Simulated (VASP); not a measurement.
Input of a VASP 6.6.1 run:

Contents of INCAR:

```
SYSTEM = MgS
PREC = Accurate
ENCUT = 600
EDIFF = 1E-6
ISMEAR = 0
SIGMA = 0.01
LREAL = .False.
LASPH = .True.
NELM = 120
ALGO = Normal
ISIF = 2
LWAVE = .False.
LCHARG = .True.
GGA = PE
LELF = .True.
LVHAR = .True.
NBANDS = 11
GGA_COMPAT = .False.
```

The input KPOINTS:

```
Automatic mesh
0
Gamma
  2 2 2
  0 0 0
```

The input POSCAR:

```
MgS
1.0
    0.0000000000      2.6306010800      2.6306010800
    2.6306010800      0.0000000000      2.6306010800
    2.6306010800      2.6306010800      0.0000000000
Mg S
1 1
Direct
    0.0000000000      0.0000000000      0.0000000000
    0.5000000000      0.5000000000      0.5000000000
```

Potentials or basis: VASP PAW PBE potentials, release 64 (Mg, S).

Command:

```sh
$ cat potpaw_PBE.64/Mg/POTCAR potpaw_PBE.64/S/POTCAR > POTCAR
$ mpirun -np 1 vasp_std > vasp.out
```

Q: Estimate the pressure.

A: 4.8 GPa.

Q: What does it give for the band gap on the k mesh?

A: 2.36 eV, indirect (least direct gap 3.30 eV).

Caveat: the k points lie up to 1.03 Å⁻¹ apart. A k mesh can miss the band edges.
